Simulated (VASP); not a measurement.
Wanted: the native input for a VASP 6.6.1 run.

| Item | Value |
| --- | --- |
| Task | single point |
| Functional | PBE |
| Potentials or basis | VASP PAW PBE potentials, release 64 (Ta_pv, Cd) |
| Cutoff | 520 eV |
| k mesh | 10 × 10 × 10 |
| Occupations | gaussian, width 0.1 eV |
| Spin | no spin polarisation |
| Dipole correction | no |
| Further INCAR settings | ALGO = Normal; EDIFF = 1e-07; NBANDS = 32 |

The structure of TaCd3 lies in POSCAR:

```
TaCd3
1.0
    4.2966265113      0.0000000000      0.0000000000
    0.0000000000      4.2966265113      0.0000000000
    0.0000000000      0.0000000000      4.2966265113
Ta Cd
1 3
Direct
    0.0000000000      0.0000000000      0.0000000000
    0.0000000000      0.5000000000      0.5000000000
    0.5000000000      0.0000000000      0.5000000000
    0.5000000000      0.5000000000      0.0000000000
```

One way to write it, as run:

INCAR

```
SYSTEM = TaCd3
  PREC = Accurate
  ENCUT = 520
  EDIFF = 1E-7
  ISMEAR = 0
  SIGMA = 0.1
  LREAL = .FALSE.
  LASPH = .TRUE.
  NELM = 100
  ALGO = Normal
  ISIF = 2
  LWAVE = .FALSE.
  LCHARG = .FALSE.
  GGA = PE
  NBANDS = 32
```

KPOINTS

```
regular mesh
0
G
  10 10 10
  0 0 0
```

Potentials or basis: VASP PAW PBE potentials, release 64 (Ta_pv, Cd).

The run is started by

```sh
$ cat potpaw_PBE.64/Ta_pv/POTCAR potpaw_PBE.64/Cd/POTCAR > POTCAR
$ mpirun -np 1 vasp_std > vasp.out
```

Results of the run:

```json
{
 "Pressure": "0.4 GPa",
 "Band gap on the k mesh": "zero (an odd number of electrons rules out a gap without spin polarisation)"
}
```

Caveat: spin-orbit coupling is left out, which moves the levels of the heavy elements.

It took 58 s on 1 thread of AMD EPYC 9R45 96-Core Processor (Zen 5) (shared host), peak memory 0.22 GiB.
